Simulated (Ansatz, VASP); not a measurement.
Sr2SnN2: VASP beside Ansatz

Contents of INCAR:

```
ALGO     = Normal         # electronic algorithm
EDIFF    = 1E-6           # SCF threshold, eV
ENCUT    = 520            # plane-wave cutoff, eV
GGA      = PE             # functional
ISIF     = 2              # what is computed and relaxed
ISMEAR   = -1             # smearing method
LASPH    = True           # aspherical terms in the spheres
LCHARG   = False          # write CHGCAR
LREAL    = False          # projectors in reciprocal space
LWAVE    = False          # write WAVECAR
NBANDS   = 30             # bands
NELM     = 80             # most SCF steps
PREC     = Accurate       # precision mode
SIGMA    = 0.05           # smearing width, eV
```

KPOINTS

```
k-points
0
Gamma
  10 10 10
```

File POSCAR:

```
Sr2SnN2
1.0
   -1.9143957512      1.9143957512      6.8479168877
    1.9143957512     -1.9143957512      6.8479168877
    1.9143957512      1.9143957512     -6.8479168877
Sn Sr N
1 2 2
Direct
    0.5000000000      0.5000000000      0.0000000000
    0.8398615000      0.8398615000      0.0000000000
    0.1601385000      0.1601385000      0.0000000000
    0.3475330000      0.3475330000      0.0000000000
    0.6524670000      0.6524670000      0.0000000000
```

The input input.yaml:

```yaml
crystal:
  lattice:
    - [-1.9143957512, 1.9143957512, 6.8479168877]
    - [1.9143957512, -1.9143957512, 6.8479168877]
    - [1.9143957512, 1.9143957512, -6.8479168877]
  atoms:
    - { symbol: Sn, position: [0.5, 0.5, 0.0] }
    - { symbol: Sr, position: [0.8398615, 0.8398615, 0.0] }
    - { symbol: Sr, position: [0.1601385, 0.1601385, 0.0] }
    - { symbol: "N", position: [0.347533, 0.347533, 0.0] }
    - { symbol: "N", position: [0.652467, 0.652467, 0.0] }
hamiltonian:
  xc: pbe
  pseudopotentials: { kind: paw }
kpoints:
  mp_grid: { grid: [10, 10, 10] }
scf:
  occupations: { method: fermi_dirac, width: 0.05 }
output:
  forces: true
  stress: true
  eigenvalues: true
  write_density: true
  write_potential: true
  elf: true
  volumetric_format: npy
```

Alike in both runs: task single point; functional PBE; k mesh 10 × 10 × 10; occupations fermi-dirac, width 0.05 eV; no spin polarisation.

```csv
,VASP,Ansatz
version,VASP 6.6.1,Ansatz 0.2.0
potentials or method,"VASP PAW PBE potentials, release 64 (Sn_d, Sr_sv, N)",Ansatz PAW
plane-wave cutoff (eV),520,420
valence electrons in the cell,44,44
```

|  | VASP | Ansatz | Ansatz less VASP |
| --- | --- | --- | --- |
| gap on the k mesh at the Fermi level (eV) | none | none | - |
| pressure (GPa) | 1.0 | 0.8 | -0.27 |
| traceless stress, the component that is largest in VASP (GPa) | 0.19 | 0.20 | +0.010 |
| rms of the force components (eV/Å) | 0.025 | 0.022 | -0.0032 |

Atom by atom the forces differ by 0.008 eV/Å (rms over components). A gap of «none» marks a metal or a gap that the smearing closes. The functional is the same, so the differences come from potentials, cutoffs and numerics.
